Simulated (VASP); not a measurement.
**GdO: single point with r2SCAN+U**

Crystal: GdO.

```
CELL_PARAMETERS angstrom
2.80181 0.00000 0.00000
0.00000 2.80181 0.00000
0.00000 0.00000 2.80181
ATOMIC_POSITIONS crystal
Gd 0.00000 0.00000 0.00000
O 0.50000 0.50000 0.50000
```

```yaml
Program: VASP 6.6.1
Task: single point
Functional: r2SCAN
Potentials_or_basis: VASP PAW PBE potentials, release 64 (Gd, O)
Cutoff: 520 eV
k_mesh: 9 × 9 × 9
Occupations: fermi-dirac, width 0.05 eV
Spin: collinear spin, ferromagnetic start
Starting_moments: "[7.0, 0.0] μB"
Hubbard_terms: Gd f U = 2.0 eV
```

```yaml
Pressure: 51.6 GPa
Net_moment: 7.58 μB per cell
Site_moments: Gd +7.14; O -0.03 μB
Valence_electrons_inside_the_program's_atomic_spheres: Gd 15.65; O 5.12
```

Levels at points of the mesh, in eV from the Fermi level:
Spin up:
```csv
k point,band 13,band 14,band 15,band 16,band 17,band 18,band 19,band 20
"(0.00, 0.00, 0.00)",-4.49,-4.49,-4.49,-4.01,-4.01,2.91,7.54,7.54
```
Spin down:
| k point | band 4 | band 5 | band 6 | band 7 | band 8 | band 9 | band 10 | band 11 | band 12 | band 13 |
| --- | --- | --- | --- | --- | --- | --- | --- | --- | --- | --- |
| (0.00, 0.00, 0.00) | -20.66 | -20.66 | -4.94 | -4.94 | -4.94 | -1.95 | -1.95 | 2.08 | 2.08 | 2.08 |

Eigenvalues of the final occupation matrices:
```csv
site,spin,trace,eigenvalues
site 1 f,1,6.94,0.99 0.99 0.99 0.99 0.99 0.99 1.00
site 1 f,2,0.07,0.01 0.01 0.01 0.01 0.01 0.01 0.02
```

It took 96 s on 1 thread of Intel(R) Xeon(R) 6975P-C (Granite Rapids), on a shared host, peak memory 0.18 GiB.

Caveat: the PAW data sets were made with another functional, which shifts forces and pressure a little; spin-orbit coupling is left out, which moves the levels of the heavy elements; a cell with one magnetic atom can't hold antiferromagnetic order, which such compounds often take. The state reached can hang on the start; a lower one may exist.
